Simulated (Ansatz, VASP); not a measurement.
# Ta: VASP beside Ansatz

File INCAR:

```
PREC = Accurate
ENCUT = 520
EDIFF = 1E-6
ISMEAR = 0
SIGMA = 0.15
LREAL = F
LASPH = T
NELM = 100
ALGO = Fast
ISIF = 2
LWAVE = F
LCHARG = F
GGA = PE
NBANDS = 12
```

Contents of KPOINTS:

```
Automatic mesh
0
Gamma
  20 20 20
```

The input POSCAR:

```
Ta
1.0
   -1.6409595000      1.6512800000      1.6409595000
    1.6616005000     -1.6512800000      1.6616005000
    1.6409595000      1.6512800000     -1.6409595000
Ta
1
Direct
    0.0000000000      0.0000000000      0.0000000000
```

Input for Ansatz:

```yaml
crystal:
  lattice:
    - [-1.6409595, 1.65128, 1.6409595]
    - [1.6616005, -1.65128, 1.6616005]
    - [1.6409595, 1.65128, -1.6409595]
  atoms:
    - { symbol: Ta, position: [0.0, 0.0, 0.0] }
basis:
  ecutwfc: 420
kpoints:
  mp_grid: { grid: [20, 20, 20] }
hamiltonian:
  xc: pbe
scf:
  occupations: { method: gaussian, width: 0.15 }
output:
  forces: true
  stress: true
  eigenvalues: true
  write_density: true
  write_potential: true
  elf: true
  volumetric_format: npy
```

Change from the starting cell: strain +0.0125 x Voigt [0, 0, 0, 0, 1, 0], atoms carried along.

Alike in both runs: task single point; functional PBE; k mesh 20 × 20 × 20; occupations gaussian, width 0.15 eV; no spin polarisation.

|  | VASP | Ansatz |
| --- | --- | --- |
| version | VASP 6.6.1 | Ansatz 0.2.0 |
| potentials or method | VASP PAW PBE potentials, release 64 (Ta_pv), cutoff 520 eV | scalar-relativistic, plane waves, PAW |
| valence electrons in the cell | 11 | 13 |

```csv
,VASP,Ansatz,Ansatz less VASP
gap on the k mesh at the Fermi level (eV),none,none,-
pressure (GPa),3.3,3.2,-0.11
"traceless stress, the component that is largest in VASP (GPa)",-1.03,-1.03,0.000
```

A gap of «none» marks a metal or a gap that the smearing closes. VASP's potentials hold 11 valence electrons a cell and Ansatz's 13, so a difference there can come from the potentials and not from the codes.

Neither program's run includes spin-orbit coupling.
